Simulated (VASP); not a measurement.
# MnSb2 (Pn-3m) in VASP: further runs

The runs below take MnSb2 through single point, relaxation of cell and atoms, with PBE.

Everything below comes from runs of VASP 6.6.1. Logs are shortened: lines on timing, memory, paths and dates and some standing lists are left out, and cuts for length are marked.

### Step 1. The cell of the first run

It takes space group Pn-3m (No. 224, cubic). Conventional cell: a = 5.376 Å, b = 5.376 Å, c = 5.376 Å, α = 90.00°, β = 90.00°, γ = 90.00°. Within 3.1 Å of Mn (site symmetry -43m) lie 4 Sb at 2.33 Å. Within 3.1 Å of Sb (site symmetry -3m) lie 2 Mn at 2.33 Å.

### Step 2. Single point, PBE, collinear spin, ferromagnetic start

File INCAR:

```
ALGO = Normal ; EDIFF = 1E-6
ENCUT = 520 ; GGA = PE
ISIF = 2 ; ISMEAR = 0
ISPIN = 2 ; LASPH = T
LCHARG = F ; LMAXMIX = 4
LORBIT = 11 ; LREAL = F
LWAVE = F ; MAGMOM = 4 4 0 0 0 0
NBANDS = 36 ; NELM = 150
PREC = Accurate ; SIGMA = 0.1
```

File KPOINTS:

```
k-points
0
Gamma
  4 4 4
```

File POSCAR:

```
MnSb2
1.0
    5.3756141117      0.0000000000      0.0000000000
    0.0000000000      5.3756141117      0.0000000000
    0.0000000000      0.0000000000      5.3756141117
Mn Sb
2 4
Direct
    0.0000000000      0.0000000000      0.0000000000
    0.5000000000      0.5000000000      0.5000000000
    0.2500000000      0.2500000000      0.2500000000
    0.2500000000      0.7500000000      0.7500000000
    0.7500000000      0.7500000000      0.2500000000
    0.7500000000      0.2500000000      0.7500000000
```

Potentials or basis: VASP PAW PBE potentials, release 64 (Mn_pv, Sb).

Launch:

```console
$ cat potpaw_PBE.64/Mn_pv/POTCAR potpaw_PBE.64/Sb/POTCAR > POTCAR
$ mpirun -np 1 vasp_std > vasp.out
```

OUTCAR:

```text
EDIFF = 1E-6
   ENCUT = 520
   GGA = PE
   ISIF = 2
   ISMEAR = 0
   ISPIN = 2
   LASPH = T
   LORBIT = 11
   LREAL = F
   NELM = 150
   PREC = Accurate

 ion  position               nearest neighbor table
   1  0.000  0.000  0.000-   3 2.33   4 2.33   5 2.33   6 2.33
   2  0.500  0.500  0.500-   3 2.33   4 2.33   5 2.33   6 2.33
   3  0.250  0.250  0.250-   1 2.33   2 2.33
   4  0.250  0.750  0.750-   1 2.33   2 2.33
   5  0.750  0.750  0.250-   1 2.33   2 2.33
   6  0.750  0.250  0.750-   1 2.33   2 2.33

  LATTYP: Found a simple cubic cell.
 ALAT       =     5.3756141117

  Lattice vectors:

 A1 = (   5.3756141117,   0.0000000000,   0.0000000000)
 A2 = (   0.0000000000,   5.3756141117,   0.0000000000)
 A3 = (   0.0000000000,   0.0000000000,   5.3756141117)

Analysis of symmetry for initial positions (statically):
=====================================================================
 Subroutine PRICEL returns:
 Original cell was already a primitive cell.

 Routine SETGRP: Setting up the symmetry group for a
 simple cubic supercell.

 Subroutine GETGRP returns: Found 48 space group operations
 (whereof 24 operations were pure point group operations)
 out of a pool of 48 trial point group operations.

The static configuration has the point symmetry T_d .
 The point group associated with its full space group is O_h .

Analysis of symmetry for dynamics (positions and initial velocities):
=====================================================================
 Subroutine PRICEL returns:
 Original cell was already a primitive cell.

 Routine SETGRP: Setting up the symmetry group for a
 simple cubic supercell.

 Subroutine GETGRP returns: Found 48 space group operations
 (whereof 24 operations were pure point group operations)
 out of a pool of 48 trial point group operations.

The dynamic configuration has the point symmetry T_d .
 The point group associated with its full space group is O_h .

Analysis of structural, dynamic, and magnetic symmetry:
=====================================================================
 Subroutine PRICEL returns:
 Original cell was already a primitive cell.

 Routine SETGRP: Setting up the symmetry group for a
 simple cubic supercell.

 Subroutine GETGRP returns: Found 48 space group operations
 (whereof 24 operations were pure point group operations)
 out of a pool of 48 trial point group operations.

The overall configuration has the point symmetry T_d .
 The point group associated with its full space group is O_h .

 Subroutine INISYM returns: Found 48 space group operations
 (whereof 24 operations are pure point group operations),
 and found     1 'primitive' translations

----------------------------------------------------------------------------------------

                                     Primitive cell

  volume of cell :     155.3403

  direct lattice vectors                    reciprocal lattice vectors
     5.375614112  0.000000000  0.000000000     0.186025258  0.000000000  0.000000000
     0.000000000  5.375614112  0.000000000     0.000000000  0.186025258  0.000000000
     0.000000000  0.000000000  5.375614112     0.000000000  0.000000000  0.186025258

  length of vectors
     5.375614112  5.375614112  5.375614112     0.186025258  0.186025258  0.186025258

  position of ions in fractional coordinates (direct lattice)
     0.000000000  0.000000000  0.000000000
     0.500000000  0.500000000  0.500000000
     0.250000000  0.250000000  0.250000000
     0.250000000  0.750000000  0.750000000
     0.750000000  0.750000000  0.250000000
     0.750000000  0.250000000  0.750000000

  ion indices of the primitive-cell ions
   primitive index   ion index
                 1           1
                 2           2
                 3           3
                 4           4
                 5           5
                 6           6

[... 30 lines left out ...]
  0.500000  0.000000  0.000000      3.000000
  0.250000  0.250000  0.000000     12.000000
  0.500000  0.250000  0.000000     12.000000
  0.500000  0.500000  0.000000      3.000000
  0.250000  0.250000  0.250000      8.000000
  0.500000  0.250000  0.250000     12.000000
  0.500000  0.500000  0.250000      6.000000
  0.500000  0.500000  0.500000      1.000000
   k-points           NKPTS =     10   k-points in BZ     NKDIM =     10   number of bands    NBANDS=     36
   number of dos      NEDOS =    301   number of ions     NIONS =      6
   total plane-waves  NPLWV =  64000
   dimension x,y,z NGX =    40 NGY =   40 NGZ =   40
   dimension x,y,z NGXF=    80 NGYF=   80 NGZF=   80
   ions per type =               2   4
   NGX,Y,Z   is equivalent  to a cutoff of  12.37, 12.37, 12.37 a.u.
   NGXF,Y,Z  is equivalent  to a cutoff of  24.74, 24.74, 24.74 a.u.
 SYSTEM =  unknown system
   PREC   = accura    normal or accurate (medium, high low for compatibility)
   ISTART =      0    job   : 0-new  1-cont  2-samecut
   ICHARG =      2    charge: 1-file 2-atom 10-const
   ISPIN  =      2    spin polarized calculation?
   LNONCOLLINEAR =      F non collinear calculations
   LSORBIT =      F    spin-orbit coupling
   LASPH  =      T    aspherical Exc in radial PAW
   ENCUT  =  520.0 eV  38.22 Ry    6.18 a.u.  10.00 10.00 10.00*2*pi/ulx,y,z
   NELM   =    150;   NELMIN=  2; NELMDL= -5     # of ELM steps
   EDIFF  = 0.1E-05   stopping-criterion for ELM
   LREAL  =      F    real-space projection
   EDIFFG = 0.1E-04   stopping-criterion for IOM
   NSW    =      0    number of steps for IOM
   IBRION =     -1    ionic relax: 0-MD 1-quasi-New 2-CG
   NFREE  =      0    steps in history (QN), initial steepest desc. (CG)
   ISIF   =      2    stress and relaxation
   ISYM   =      2    0-nonsym 1-usesym 2-fastsym
   POTIM  = 0.5000    time-step for ionic-motion
   TEBEG  =    0.0;   TEEND  =   0.0 temperature during run
   PSTRESS=    0.0 pullay stress
   NELECT =      46.0000    total number of electrons
   NUPDOWN=      -1.0000    fix difference up-down
   EMIN   =  10.00;   EMAX   =-10.00  energy-range for DOS
   EFERMI =   0.00;   METHOD = LEGACY
   ISMEAR =     0;   SIGMA  =   0.10  broadening in eV -4-tet -1-fermi 0-gaus
   EFERMI_NEDOS =   21; number of points for ismear=-14 and -15
   IALGO  =     38    algorithm
   IMIX   =      4    mixing-type and parameters
     AMIX     =   0.40;   BMIX     =  1.00
     AMIX_MAG =   1.60;   BMIX_MAG =  1.00
  volume/ion in A,a.u.               =      25.89       174.71
  Fermi-wavevector in a.u.,A,eV,Ry     =   1.091187  2.062045 16.200321  1.190690
  Thomas-Fermi vector in A             =   2.227427
   LORBIT       =     11    0 simple, 1 ext, 2 COOP (PROOUT), +10 PAW based schemes
   GGA     = PE    functional components
   LHFCALC =     F    Hartree Fock is set to
   AEXX    =    0.0000 exact exchange contribution
   IVDW    =     0    specifies the selected vdW correction
   LEPSILON=     F    determine dielectric tensor
   LRPA    =     F    only Hartree local field effects (RPA)
 spin polarized calculation
 Gauss-broadening in eV      SIGMA  =   0.10
  energy-cutoff  :      520.00
  volume of cell :      155.34
 maximum number of plane-waves:      4224
 NGX is ok and might be reduce to    40
   NGX = 19   NGY = 19   NGZ = 19

 number of electron      46.0000070 magnetization       1.7079670

 Free energy of the ion-electron system (eV)
  ---------------------------------------------------
  ext. energy  EPLUGINS =         0.00000000
  ---------------------------------------------------
  free energy    TOTEN  =       -30.35178699 eV

  energy without entropy =      -30.32186693  energy(sigma->0) =      -30.33682696

 E-fermi :   6.1192     XC(G=0):  -9.7937

 val. band max:        6.0806034259   @ k =   0.2500   0.2500   0.0000
 cond. band min:       6.1361552734   @ k =   0.5000   0.0000   0.0000
 fundamental gap:      0.0555518475
 Fermi energy:         6.1191605642

 spin component 1

 k-point     1 :       0.0000    0.0000    0.0000
  band No.  band energies     occupation
      1     -41.9011      1.00000
      2     -41.9011      1.00000
      3     -41.9011      1.00000
      4     -41.8936      1.00000
      5     -41.8936      1.00000
      6     -41.8936      1.00000
[... 369 lines left out ...]
     34      12.7616      0.00000
     35      12.7616      0.00000
 Fermi energy:         6.1191605642

 spin component 2

 k-point     1 :       0.0000    0.0000    0.0000
  band No.  band energies     occupation
      1     -40.8325      1.00000
      2     -40.8325      1.00000
      3     -40.8325      1.00000
      4     -40.8246      1.00000
      5     -40.8246      1.00000
      6     -40.8246      1.00000
[... 369 lines left out ...]
     34      12.7371      0.00000
     35      12.7371      0.00000
 [bands above 35 left out]

------------------------ aborting loop because EDIFF is reached ----------------------------------------

  FORCE on cell =-STRESS in cart. coord.  units (eV):
  Direction    XX          YY          ZZ          XY          YZ          ZX
  --------------------------------------------------------------------------------------
  -------------------------------------------------------------------------------------
  Total        6.5934385      6.5934385      6.5934385     -0.0000000     -0.0000000      0.0000000
  in kB       68.0045995     68.0045995     68.0045995     -0.0000000     -0.0000000      0.0000000
  external PRESSURE =      68.0045995 kB  Pullay stress =       0.0000000 kB

 VOLUME and BASIS-vectors are now :
 -----------------------------------------------------------------------------
  energy-cutoff  :      520.00
  volume of cell :      155.34
      direct lattice vectors                 reciprocal lattice vectors
     5.375614112  0.000000000  0.000000000     0.186025258  0.000000000  0.000000000
     0.000000000  5.375614112  0.000000000     0.000000000  0.186025258  0.000000000
     0.000000000  0.000000000  5.375614112     0.000000000  0.000000000  0.186025258

 POSITION                                       TOTAL-FORCE (eV/Angst)
 -----------------------------------------------------------------------------------
      0.00000      0.00000      0.00000         0.000000     -0.000000     -0.000000
      2.68781      2.68781      2.68781         0.000000     -0.000000      0.000000
      1.34390      1.34390      1.34390        -0.000000      0.000000      0.000000
      1.34390      4.03171      4.03171        -0.000000      0.000000     -0.000000
      4.03171      4.03171      1.34390         0.000000      0.000000     -0.000000
      4.03171      1.34390      4.03171        -0.000000     -0.000000     -0.000000
 -----------------------------------------------------------------------------------
    total drift:                                0.000000      0.000000     -0.000000

  FREE ENERGIE OF THE ION-ELECTRON SYSTEM (eV)
  ---------------------------------------------------
  free  energy   TOTEN  =       -30.3517869881 eV

  energy  without entropy=      -30.3218669320  energy(sigma->0) =      -30.33682696

 total charge

# of ion       s       p       d       tot
------------------------------------------
    1        0.367   6.349   5.349  12.065
    2        0.367   6.349   5.349  12.065
    3        1.194   1.243   0.047   2.484
    4        1.194   1.243   0.047   2.484
    5        1.194   1.243   0.047   2.484
    6        1.194   1.243   0.047   2.484
--------------------------------------------------
tot          5.511  17.669  10.888  34.067

 magnetization (x)

# of ion       s       p       d       tot
------------------------------------------
    1        0.006   0.020   1.016   1.042
    2        0.006   0.020   1.016   1.042
    3       -0.007  -0.083   0.008  -0.082
    4       -0.007  -0.083   0.008  -0.082
    5       -0.007  -0.083   0.008  -0.082
    6       -0.007  -0.083   0.008  -0.082
--------------------------------------------------
tot         -0.015  -0.291   2.062   1.757
```

It took 2.2 min on 1 thread of Intel Xeon 8259CL, shared host; peak memory 0.32 GiB.

What came out:

| Quantity | Value |
| --- | --- |
| Free energy | -30.3518 eV |
| Pressure | 6.8 GPa |
| Net moment | 1.71 μB per cell |
| Site moments | Mn +1.04; Sb -0.08 μB |
| Valence electrons inside the program's atomic spheres | Mn 12.06; Sb 2.48 |

Caveat: the cell stands under pressure; spin-orbit coupling is left out, which moves the levels of the heavy elements; only a ferromagnetic start was run, and an antiferromagnetic order may lie lower in energy.

### Step 3. Single point, PBE, collinear spin, ferromagnetic start

This run uses another cell than the first one, of 29.04 Å³/atom.

File INCAR:

```
ALGO = Normal
EDIFF = 1E-7
ENCUT = 520
GGA = PE
ISIF = 2
ISMEAR = 0
ISPIN = 2
LASPH = T
LCHARG = F
LMAXMIX = 4
LORBIT = 11
LREAL = F
LWAVE = F
MAGMOM = 1.09 1.09 0 0 0 0
NBANDS = 36
NELM = 150
PREC = Accurate
SIGMA = 0.1
```

KPOINTS is that of step 2.

POSCAR, as its differences from that of step 2:

```diff
@@ -2,5 +2,5 @@
 1.0
-    5.3756141117      0.0000000000      0.0000000000
-    0.0000000000      5.3756141117      0.0000000000
-    0.0000000000      0.0000000000      5.3756141117
+    5.5855286604      0.0000000000      0.0000000000
+    0.0000000000      5.5855286604      0.0000000000
+    0.0000000000      0.0000000000      5.5855286604
 Mn Sb
```

Potentials or basis: VASP PAW PBE potentials, release 64 (Mn_pv, Sb).

Launch:

```console
$ cat potpaw_PBE.64/Mn_pv/POTCAR potpaw_PBE.64/Sb/POTCAR > POTCAR
$ mpirun -np 1 vasp_std > vasp.out
```

OUTCAR:

```text
EDIFF = 1E-7
   ENCUT = 520
   GGA = PE
   ISIF = 2
   ISMEAR = 0
   ISPIN = 2
   LASPH = T
   LORBIT = 11
   LREAL = F
   NELM = 150
   PREC = Accurate

 ion  position               nearest neighbor table
   1  0.000  0.000  0.000-   3 2.42   4 2.42   5 2.42   6 2.42
   2  0.500  0.500  0.500-   3 2.42   4 2.42   5 2.42   6 2.42
   3  0.250  0.250  0.250-   1 2.42   2 2.42
   4  0.250  0.750  0.750-   1 2.42   2 2.42
   5  0.750  0.750  0.250-   1 2.42   2 2.42
   6  0.750  0.250  0.750-   1 2.42   2 2.42

  LATTYP: Found a simple cubic cell.
 ALAT       =     5.5855286604

  Lattice vectors:

 A1 = (   5.5855286604,   0.0000000000,   0.0000000000)
 A2 = (   0.0000000000,   5.5855286604,   0.0000000000)
 A3 = (   0.0000000000,   0.0000000000,   5.5855286604)

Analysis of symmetry for initial positions (statically):
=====================================================================
 Subroutine PRICEL returns:
 Original cell was already a primitive cell.

 Routine SETGRP: Setting up the symmetry group for a
 simple cubic supercell.

 Subroutine GETGRP returns: Found 48 space group operations
 (whereof 24 operations were pure point group operations)
 out of a pool of 48 trial point group operations.

The static configuration has the point symmetry T_d .
 The point group associated with its full space group is O_h .

Analysis of symmetry for dynamics (positions and initial velocities):
=====================================================================
 Subroutine PRICEL returns:
 Original cell was already a primitive cell.

 Routine SETGRP: Setting up the symmetry group for a
 simple cubic supercell.

 Subroutine GETGRP returns: Found 48 space group operations
 (whereof 24 operations were pure point group operations)
 out of a pool of 48 trial point group operations.
[... 162 lines left out ...]
 cond. band min:       5.1553012746   @ k =   0.5000   0.5000   0.2500
 fundamental gap:      0.0342654586
 Fermi energy:         5.1308475543

 spin component 1

 k-point     1 :       0.0000    0.0000    0.0000
  band No.  band energies     occupation
      1     -43.6147      1.00000
      2     -43.6147      1.00000
      3     -43.6147      1.00000
      4     -43.6111      1.00000
      5     -43.6111      1.00000
      6     -43.6111      1.00000
[... 369 lines left out ...]
     34      11.2257      0.00000
     35      11.2257      0.00000
 Fermi energy:         5.1308475543

 spin component 2

 k-point     1 :       0.0000    0.0000    0.0000
  band No.  band energies     occupation
      1     -41.6610      1.00000
      2     -41.6610      1.00000
      3     -41.6610      1.00000
      4     -41.6571      1.00000
      5     -41.6571      1.00000
      6     -41.6571      1.00000
[... 369 lines left out ...]
     34      11.1150      0.00000
     35      11.1150      0.00000
 [bands above 35 left out]

------------------------ aborting loop because EDIFF is reached ----------------------------------------

  FORCE on cell =-STRESS in cart. coord.  units (eV):
  Direction    XX          YY          ZZ          XY          YZ          ZX
  --------------------------------------------------------------------------------------
  -------------------------------------------------------------------------------------
  Total       -0.0140781     -0.0140781     -0.0140781      0.0000000      0.0000000     -0.0000000
  in kB       -0.1294382     -0.1294382     -0.1294382      0.0000000      0.0000000     -0.0000000
  external PRESSURE =      -0.1294382 kB  Pullay stress =       0.0000000 kB

 VOLUME and BASIS-vectors are now :
 -----------------------------------------------------------------------------
  energy-cutoff  :      520.00
  volume of cell :      174.26
      direct lattice vectors                 reciprocal lattice vectors
     5.585528660  0.000000000  0.000000000     0.179034083  0.000000000  0.000000000
     0.000000000  5.585528660  0.000000000     0.000000000  0.179034083  0.000000000
     0.000000000  0.000000000  5.585528660     0.000000000  0.000000000  0.179034083

 POSITION                                       TOTAL-FORCE (eV/Angst)
 -----------------------------------------------------------------------------------
      0.00000      0.00000      0.00000         0.000000      0.000000     -0.000000
      2.79276      2.79276      2.79276         0.000000     -0.000000     -0.000000
      1.39638      1.39638      1.39638        -0.000000     -0.000000      0.000000
      1.39638      4.18915      4.18915        -0.000000      0.000000      0.000000
      4.18915      4.18915      1.39638         0.000000     -0.000000     -0.000000
      4.18915      1.39638      4.18915        -0.000000     -0.000000     -0.000000
 -----------------------------------------------------------------------------------
    total drift:                                0.000000     -0.000000     -0.000000

  FREE ENERGIE OF THE ION-ELECTRON SYSTEM (eV)
  ---------------------------------------------------
  free  energy   TOTEN  =       -30.6784084929 eV

  energy  without entropy=      -30.6563760629  energy(sigma->0) =      -30.66739228

 total charge

# of ion       s       p       d       tot
------------------------------------------
    1        0.337   6.296   5.212  11.844
    2        0.337   6.296   5.212  11.844
    3        1.189   1.211   0.032   2.432
    4        1.189   1.211   0.032   2.432
    5        1.189   1.211   0.032   2.432
    6        1.189   1.211   0.032   2.432
--------------------------------------------------
tot          5.429  17.434  10.552  33.416

 magnetization (x)

# of ion       s       p       d       tot
------------------------------------------
    1        0.014   0.019   1.844   1.877
    2        0.014   0.019   1.844   1.877
    3       -0.010  -0.192   0.008  -0.195
    4       -0.010  -0.192   0.008  -0.195
    5       -0.010  -0.192   0.008  -0.195
    6       -0.010  -0.192   0.008  -0.195
--------------------------------------------------
tot         -0.013  -0.731   3.719   2.975
```

Wall time 4.1 min (1 thread of Intel Xeon 8259CL, shared host); peak memory 0.37 GiB.

Results:

* Free energy: -30.6784 eV
* Pressure: 0.0 GPa
* Net moment: 2.46 μB per cell
* Site moments: Mn +1.88; Sb -0.20 μB
* Valence electrons inside the program's atomic spheres: Mn 11.84; Sb 2.43

Caveat: spin-orbit coupling is left out, which moves the levels of the heavy elements; only a ferromagnetic start was run, and an antiferromagnetic order may lie lower in energy.

(Continued in part 2 of 2.)
